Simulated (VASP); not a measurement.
# Mo (I4/mmm) in VASP: further runs

Mo is run at these levels: PBE; tasks: single point.

All numbers are computed with VASP 6.6.1; they aren't measurements. Logs are shortened: lines on timing, memory, paths and dates and some standing lists are left out, and cuts for length are marked.

**1. The cell of the first run**

It takes space group I4/mmm (No. 139, tetragonal). Conventional cell: a = 3.016 Å, b = 3.016 Å, c = 3.142 Å, α = 90.00°, β = 90.00°, γ = 90.00°. Mo (site symmetry 4/mmm) has 14 Mo at 2.65 to 3.14 Å within 3.5 Å.

**2. Single point, PBE (strain -0.040 along x and y, +0.000 along z)**

INCAR

```
SYSTEM = Mo
PREC = Accurate
ENCUT = 520
EDIFF = 1E-6
ISMEAR = 0
SIGMA = 0.15
LREAL = .FALSE.
LASPH = .TRUE.
NELM = 80
ALGO = Fast
ISIF = 2
LWAVE = .FALSE.
LCHARG = .TRUE.
GGA = PE
LELF = .TRUE.
LVHAR = .TRUE.
NBANDS = 13
```

KPOINTS

```
regular mesh
0
G
  22 22 22
  0 0 0
```

POSCAR

```
Mo
1.0
   -1.5081600000      1.5081600000      1.5710000000
    1.5081600000     -1.5081600000      1.5710000000
    1.5081600000      1.5081600000     -1.5710000000
Mo
1
Direct
    0.0000000000      0.0000000000      0.0000000000
```

Potentials or basis: VASP PAW PBE potentials, release 64 (Mo_sv).

Started as:

```console
cat potpaw_PBE.64/Mo_sv/POTCAR > POTCAR
mpirun -np 1 vasp_std > vasp.out
```

OUTCAR:

```text
SYSTEM = Mo
   PREC = Accurate
   ENCUT = 520
   EDIFF = 1E-6
   ISMEAR = 0
   LREAL = .FALSE.
   LASPH = .TRUE.
   NELM = 80
   ISIF = 2
   GGA = PE

 ion  position               nearest neighbor table
   1  0.000  0.000  0.000-

  LATTYP: Found a body centered tetragonal cell.
 ALAT       =     3.0163200000
 C/A-ratio  =     1.0416666667

  Lattice vectors:

 A1 = (  -1.5081600000,   1.5081600000,   1.5710000000)
 A2 = (   1.5081600000,  -1.5081600000,   1.5710000000)
 A3 = (   1.5081600000,   1.5081600000,  -1.5710000000)

Analysis of symmetry for initial positions (statically):
=====================================================================
 Subroutine PRICEL returns:
 Original cell was already a primitive cell.

 Routine SETGRP: Setting up the symmetry group for a
 body centered tetragonal supercell.

 Subroutine GETGRP returns: Found 16 space group operations
 (whereof 16 operations were pure point group operations)
 out of a pool of 16 trial point group operations.

The static configuration has the point symmetry D_4h.

Analysis of symmetry for dynamics (positions and initial velocities):
=====================================================================
 Subroutine PRICEL returns:
 Original cell was already a primitive cell.

 Routine SETGRP: Setting up the symmetry group for a
 body centered tetragonal supercell.

 Subroutine GETGRP returns: Found 16 space group operations
 (whereof 16 operations were pure point group operations)
 out of a pool of 16 trial point group operations.

The dynamic configuration has the point symmetry D_4h.

 Subroutine INISYM returns: Found 16 space group operations
 (whereof 16 operations are pure point group operations),
 and found     1 'primitive' translations

----------------------------------------------------------------------------------------

                                     Primitive cell

  volume of cell :      14.2933

  direct lattice vectors                    reciprocal lattice vectors
    -1.508160000  1.508160000  1.571000000     0.000000000  0.331529811  0.318268619
     1.508160000 -1.508160000  1.571000000     0.331529811  0.000000000  0.318268619
     1.508160000  1.508160000 -1.571000000     0.331529811  0.331529811  0.000000000

  length of vectors
     2.648987386  2.648987386  2.648987386     0.459572551  0.459572551  0.468853955

  position of ions in fractional coordinates (direct lattice)
     0.000000000  0.000000000  0.000000000

  ion indices of the primitive-cell ions
   primitive index   ion index
                 1           1

----------------------------------------------------------------------------------------

 KPOINTS: regular mesh

Automatic generation of k-mesh.
 Grid dimensions read from file:
 generate k-points for:   22   22   22

 Generating k-lattice:

  Cartesian coordinates                     Fractional coordinates (reciprocal lattice)
     0.000000000  0.015069537  0.014466755     0.045454545  0.000000000 -0.000000000
     0.015069537  0.000000000  0.014466755     0.000000000  0.045454545 -0.000000000
     0.015069537  0.015069537  0.000000000     0.000000000  0.000000000  0.045454545

  Length of vectors
     0.020889661  0.020889661  0.021311543

  Shift w.r.t. Gamma in fractional coordinates (k-lattice)
     0.000000000  0.000000000  0.000000000

 Subroutine IBZKPT returns following result:
 ===========================================

 Found    834 irreducible k-points:

 Following reciprocal coordinates:
            Coordinates               Weight
  0.000000  0.000000  0.000000      1.000000
  0.045455 -0.000000  0.000000      8.000000
  0.090909 -0.000000  0.000000      8.000000
  0.136364  0.000000  0.000000      8.000000
  0.181818  0.000000 -0.000000      8.000000
  0.227273  0.000000  0.000000      8.000000
[... 16 lines left out ...]
  0.500000  0.045455  0.000000     16.000000
 -0.454545  0.045455 -0.000000     16.000000
 [... further k-points ...]
   k-points           NKPTS =    834   k-points in BZ     NKDIM =    834   number of bands    NBANDS=     13
   number of dos      NEDOS =    301   number of ions     NIONS =      1
   total plane-waves  NPLWV =   8000
   dimension x,y,z NGX =    20 NGY =   20 NGZ =   20
   dimension x,y,z NGXF=    40 NGYF=   40 NGZF=   40
   ions per type =               1
   NGX,Y,Z   is equivalent  to a cutoff of  12.55, 12.55, 12.55 a.u.
   NGXF,Y,Z  is equivalent  to a cutoff of  25.10, 25.10, 25.10 a.u.
 SYSTEM =  Mo
   PREC   = accura    normal or accurate (medium, high low for compatibility)
   ISTART =      0    job   : 0-new  1-cont  2-samecut
   ICHARG =      2    charge: 1-file 2-atom 10-const
   ISPIN  =      1    spin polarized calculation?
   LNONCOLLINEAR =      F non collinear calculations
   LSORBIT =      F    spin-orbit coupling
   LASPH  =      T    aspherical Exc in radial PAW
   ENCUT  =  520.0 eV  38.22 Ry    6.18 a.u.   4.93  4.93  4.93*2*pi/ulx,y,z
   NELM   =     80;   NELMIN=  2; NELMDL= -5     # of ELM steps
   EDIFF  = 0.1E-05   stopping-criterion for ELM
   LREAL  =      F    real-space projection
   EDIFFG = 0.1E-04   stopping-criterion for IOM
   NSW    =      0    number of steps for IOM
   IBRION =     -1    ionic relax: 0-MD 1-quasi-New 2-CG
   NFREE  =      0    steps in history (QN), initial steepest desc. (CG)
   ISIF   =      2    stress and relaxation
   ISYM   =      2    0-nonsym 1-usesym 2-fastsym
   POTIM  = 0.5000    time-step for ionic-motion
   TEBEG  =    0.0;   TEEND  =   0.0 temperature during run
   PSTRESS=    0.0 pullay stress
   NELECT =      14.0000    total number of electrons
   NUPDOWN=      -1.0000    fix difference up-down
   EMIN   =  10.00;   EMAX   =-10.00  energy-range for DOS
   EFERMI =   0.00;   METHOD = LEGACY
   ISMEAR =     0;   SIGMA  =   0.15  broadening in eV -4-tet -1-fermi 0-gaus
   EFERMI_NEDOS =   21; number of points for ismear=-14 and -15
   IALGO  =     68    algorithm
   IMIX   =      4    mixing-type and parameters
     AMIX     =   0.40;   BMIX     =  1.00
     AMIX_MAG =   1.60;   BMIX_MAG =  1.00
  volume/ion in A,a.u.               =      14.29        96.46
  Fermi-wavevector in a.u.,A,eV,Ry     =   1.625825  3.072364 35.964381  2.643307
  Thomas-Fermi vector in A             =   2.718885
   LORBIT       =      0    0 simple, 1 ext, 2 COOP (PROOUT), +10 PAW based schemes
   GGA     = PE    functional components
   LHFCALC =     F    Hartree Fock is set to
   AEXX    =    0.0000 exact exchange contribution
   IVDW    =     0    specifies the selected vdW correction
   LEPSILON=     F    determine dielectric tensor
   LRPA    =     F    only Hartree local field effects (RPA)
 non-spin polarized calculation
 RMM-DIIS sequential band-by-band and
 Gauss-broadening in eV      SIGMA  =   0.15
  energy-cutoff  :      520.00
  volume of cell :       14.29
 maximum number of plane-waves:       402
   NGX =  9   NGY =  9   NGZ =  9

 number of electron      13.9999999 magnetization

 Free energy of the ion-electron system (eV)
  ---------------------------------------------------
  ext. energy  EPLUGINS =         0.00000000
  ---------------------------------------------------
  free energy    TOTEN  =       -10.77720748 eV

  energy without entropy =      -10.77066168  energy(sigma->0) =      -10.77393458

 E-fermi :  14.1045     XC(G=0): -13.9018

 val. band max:       14.0979218532   @ k =  -0.3182  -0.4091   0.2727
 cond. band min:      14.1144272871   @ k =  -0.0909  -0.2273   0.0909
 fundamental gap:      0.0165054339
 Fermi energy:        14.1044568977

 k-point     1 :       0.0000    0.0000    0.0000
  band No.  band energies     occupation
      1     -47.2191      2.00000
      2     -20.2523      2.00000
      3     -20.2421      2.00000
      4     -20.2421      2.00000
      5       6.5861      2.00000
      6      12.3893      2.00000
      7      12.3893      2.00000
      8      12.8995      2.00000
      9      15.5566      0.00000
     10      16.2295      0.00000
     11      28.5126      0.00000
     12      29.3369      0.00000
     13      29.3369      0.00000

 k-point     2 :       0.0455   -0.0000    0.0000
  band No.  band energies     occupation
      1     -47.2118      2.00000
      2     -20.2885      2.00000
      3     -20.2539      2.00000
      4     -20.2469      2.00000
      5       6.6871      2.00000
      6      12.3836      2.00000
      7      12.4034      2.00000
      8      12.9231      2.00000
      9      15.4904      0.00000
     10      16.1981      0.00000
     11      28.6767      0.00000
     12      29.4804      0.00000
     13      29.5058      0.00000

 k-point     3 :       0.0909   -0.0000    0.0000
  band No.  band energies     occupation
      1     -47.1903      2.00000
      2     -20.4063      2.00000
      3     -20.2881      2.00000
      4     -20.2477      2.00000
      5       6.9788      2.00000
      6      12.3459      2.00000
      7      12.3575      2.00000
      8      13.0999      2.00000
      9      15.3149      0.00000
     10      16.1377      0.00000
     11      29.0570      0.00000
     12      29.9238      0.00000
     13      30.0027      0.00000

 k-point     4 :       0.1364    0.0000    0.0000
  band No.  band energies     occupation
      1     -47.1563      2.00000
      2     -20.5899      2.00000
      3     -20.3418      2.00000
      4     -20.2483      2.00000
      5       7.4234      2.00000
      6      12.1481      2.00000
      7      12.2960      2.00000
      8      13.5146      2.00000
      9      15.1193      0.00000
     10      16.0926      0.00000
     11      29.4250      0.00000
     12      30.5977      0.00000
     13      30.8008      0.00000

 k-point     5 :       0.1818    0.0000   -0.0000
  band No.  band energies     occupation
      1     -47.1123      2.00000
      2     -20.8213      2.00000
      3     -20.4100      2.00000
      4     -20.2491      2.00000
      5       7.9457      2.00000
      6      11.8694      2.00000
      7      12.2209      2.00000
      8      14.1253      0.84432
      9      15.0155      0.00000
     10      16.0799      0.00000
     11      29.5795      0.00000
     12      31.2049      0.00000
     13      31.8636      0.00000
[... 257 lines left out ...]
 k-point    22 :       0.4545    0.0455    0.0000
  band No.  band energies     occupation
      1     -46.8450      2.00000
      2     -22.0804      2.00000
      3     -20.8085      2.00000
      4     -20.2697      2.00000
      5       8.3184      2.00000
      6      10.4619      2.00000
      7      15.4595      0.00000
      8      15.6410      0.00000
      9      16.9861      0.00000
     10      19.5732      0.00000
     11      26.4041      0.00000
     12      27.0987      0.00000
     13      32.8310      0.00000

 k-point    23 :       0.5000    0.0455    0.0000
  band No.  band energies     occupation
      1     -46.8447      2.00000
      2     -22.0817      2.00000
      3     -20.8082      2.00000
      4     -20.2707      2.00000
      5       8.3174      2.00000
      6      10.4594      2.00000
      7      15.2811      0.00000
      8      15.8559      0.00000
      9      16.9814      0.00000
     10      19.5643      0.00000
     11      26.4242      0.00000
     12      27.0468      0.00000
     13      32.8397      0.00000

 k-point    24 :      -0.4545    0.0455   -0.0000
  band No.  band energies     occupation
      1     -46.8597      2.00000
      2     -22.0154      2.00000
      3     -20.7856      2.00000
      4     -20.2713      2.00000
      5       8.3988      2.00000
      6      10.5273      2.00000
      7      14.8449      0.00000
      8      15.8594      0.00000
      9      16.8444      0.00000
     10      19.1064      0.00000
     11      26.6768      0.00000
     12      27.5122      0.00000
     13      33.4979      0.00000

 [... further k-points ...]

------------------------ aborting loop because EDIFF is reached ----------------------------------------

  FORCE on cell =-STRESS in cart. coord.  units (eV):
  Direction    XX          YY          ZZ          XY          YZ          ZX
  --------------------------------------------------------------------------------------
  -------------------------------------------------------------------------------------
  Total        3.3659985      3.3659985      2.0303758      0.0000000      0.0000000      0.0000000
  in kB      377.3058018    377.3058018    227.5914768      0.0000000      0.0000000      0.0000000
  external PRESSURE =     327.4010268 kB  Pullay stress =       0.0000000 kB

 VOLUME and BASIS-vectors are now :
 -----------------------------------------------------------------------------
  energy-cutoff  :      520.00
  volume of cell :       14.29
      direct lattice vectors                 reciprocal lattice vectors
    -1.508160000  1.508160000  1.571000000     0.000000000  0.331529811  0.318268619
     1.508160000 -1.508160000  1.571000000     0.331529811  0.000000000  0.318268619
     1.508160000  1.508160000 -1.571000000     0.331529811  0.331529811  0.000000000

 POSITION                                       TOTAL-FORCE (eV/Angst)
 -----------------------------------------------------------------------------------
      0.00000      0.00000      0.00000        -0.000000      0.000000     -0.000000
 -----------------------------------------------------------------------------------
    total drift:                                0.000000     -0.000000      0.000000

  FREE ENERGIE OF THE ION-ELECTRON SYSTEM (eV)
  ---------------------------------------------------
  free  energy   TOTEN  =       -10.7772074814 eV

  energy  without entropy=      -10.7706616772  energy(sigma->0) =      -10.77393458
```

Wall time 3 min (1 thread of Intel Xeon 8259CL, shared host); peak memory 0.25 GiB.

Results:

```
Free energy            : -10.7772 eV
Pressure               : 32.7 GPa
Band gap on the k mesh : zero (bands 7 and 8 overlap by 5.70 eV)
```

Stress tensor (GPa, compression positive):
```
37.73  0.00  0.00
 0.00 37.73  0.00
 0.00  0.00 22.76
```

Levels at points of the mesh, in eV from the Fermi level:
```tsv
k point	band 5	band 6	band 7	band 8	band 9	band 10
(0.00, 0.00, 0.00)	-7.52	-1.72	-1.72	-1.20	1.45	2.13
(0.50, 0.00, 0.00)	-5.87	-3.67	1.54	1.89	2.63	5.34
(0.50, 0.50, 0.00)	-5.96	-4.22	2.25	2.34	2.84	5.46
(0.50, 0.50, 0.50)	-6.24	-6.12	4.40	4.56	4.56	9.08
```

Caveat: the cell differs from its parent crystal (strain -0.040 along x and y, +0.000 along z); the cell stands under pressure.

**3. Single point, PBE (strain +0.000 along x and y, -0.040 along z)**

INCAR

```
PREC = Accurate
ENCUT = 520
EDIFF = 1E-6
ISMEAR = 0
SIGMA = 0.15
LREAL = F
LASPH = T
NELM = 60
ALGO = Fast
ISIF = 2
LWAVE = F
LCHARG = T
GGA = PE
LELF = T
LVHAR = T
NBANDS = 13
```

KPOINTS

```
Automatic mesh
0
Gamma
  22 22 22
```

POSCAR

```
Mo
1.0
   -1.5710000000      1.5710000000      1.5081600000
    1.5710000000     -1.5710000000      1.5081600000
    1.5710000000      1.5710000000     -1.5081600000
Mo
1
Direct
    0.0000000000      0.0000000000      0.0000000000
```

Potentials or basis: VASP PAW PBE potentials, release 64 (Mo_sv).

Started as:

```console
cat potpaw_PBE.64/Mo_sv/POTCAR > POTCAR
mpirun -np 1 vasp_std > vasp.out
```

Wall time 2.7 min (1 thread of Intel Xeon 8259CL, shared host); peak memory 0.26 GiB.

It converged, with:

| Item | Value |
| --- | --- |
| Free energy | -10.8706 eV |
| Pressure | 18.1 GPa |
| Band gap on the k mesh | zero (bands 7 and 8 overlap by 5.63 eV) |

Stress tensor (GPa, compression positive):
```
13.38  0.00  0.00
 0.00 13.38  0.00
 0.00  0.00 27.52
```

Levels at points of the mesh, in eV from the Fermi level:
| k point | band 4 | band 5 | band 6 | band 7 | band 8 | band 9 | band 10 | band 11 |
| --- | --- | --- | --- | --- | --- | --- | --- | --- |
| (0.00, 0.00, 0.00) | -34.43 | -7.40 | -1.79 | -1.28 | -1.28 | 1.39 | 2.06 | 14.64 |
| (0.50, 0.00, 0.00) | -34.48 | -5.65 | -3.81 | 1.86 | 1.95 | 2.74 | 5.11 | 12.02 |
| (0.50, 0.50, 0.00) | -34.43 | -5.58 | -3.28 | 1.36 | 1.59 | 2.26 | 5.02 | 12.15 |
| (0.50, 0.50, 0.50) | -35.45 | -5.89 | -5.77 | 4.21 | 4.21 | 4.37 | 9.09 | 9.09 |

Caveat: the cell differs from its parent crystal (strain +0.000 along x and y, -0.040 along z); the cell stands under pressure.

**4. Single point, PBE (strain -0.080 along x and y, -0.040 along z)**

INCAR

```
SYSTEM = Mo
ALGO = Fast ; EDIFF = 1E-7
ENCUT = 520 ; GGA = PE
ISIF = 2 ; ISMEAR = 0
LASPH = .TRUE. ; LCHARG = .TRUE.
LELF = .TRUE. ; LREAL = .FALSE.
LVHAR = .TRUE. ; LWAVE = .FALSE.
NBANDS = 13 ; NELM = 60
PREC = Accurate ; SIGMA = 0.15
```

KPOINTS

```
k-points
0
G
  22 22 22
  0 0 0
```

POSCAR

```
Mo
1.0
   -1.4453200000      1.4453200000      1.5081600000
    1.4453200000     -1.4453200000      1.5081600000
    1.4453200000      1.4453200000     -1.5081600000
Mo
1
Direct
    0.0000000000      0.0000000000      0.0000000000
```

Started as:

```console
cat potpaw_PBE.64/Mo_sv/POTCAR > POTCAR
mpirun -np 1 vasp_std > vasp.out
```

Wall time 3.2 min (1 thread of Intel Xeon 8259CL, shared host); peak memory 0.24 GiB.

Results (log left out):

```
Free energy            : -10.1336 eV
Pressure               : 94.6 GPa
Band gap on the k mesh : zero (bands 7 and 8 overlap by 6.78 eV)
```

Stress tensor (GPa, compression positive):
```
101.31   0.00   0.00
  0.00 101.31   0.00
  0.00   0.00  81.04
```

Levels at points of the mesh, in eV from the Fermi level:
```
           k point  band 5  band 6  band 7  band 8  band 9  band 10
(0.00, 0.00, 0.00)   -7.81   -2.10   -2.10   -1.48    1.54     2.39
(0.50, 0.00, 0.00)   -6.76   -4.41    1.73    2.59    3.06     6.33
(0.50, 0.50, 0.00)   -6.90   -5.07    2.75    3.03    3.31     6.50
(0.50, 0.50, 0.50)   -7.47   -7.32    5.17    5.38    5.38    10.22
```

Caveat: the cell differs from its parent crystal (strain -0.080 along x and y, -0.040 along z); the cell stands under pressure.

**5. Summary**

| cell | further INCAR settings | gap on the mesh (eV) | pressure (GPa) |
| --- | --- | --- | --- |
| a = 2.649 Å, angles 110.6, 110.6, 107.3°, 1 atom | ALGO = Fast; EDIFF = 1e-06; NBANDS = 13 | none | 32.7 |
| a = 2.685 Å, angles 108.4, 108.4, 111.7°, 1 atom | ALGO = Fast; EDIFF = 1e-06; NBANDS = 13 | none | 18.1 |
| a = 2.540 Å, angles 110.6, 110.6, 107.2°, 1 atom | ALGO = Fast; EDIFF = 1e-07; NBANDS = 13 | none | 94.6 |

Alike in all rows: task single point; level PBE; potentials or basis VASP PAW PBE potentials, release 64 (Mo_sv); no spin polarisation; k mesh 22 × 22 × 22; cutoff (eV) 520; smearing gaussian 0.15 eV.

Caveats: the cell stands under pressure.

Absolute energies hang on the potentials; compare differences alone.
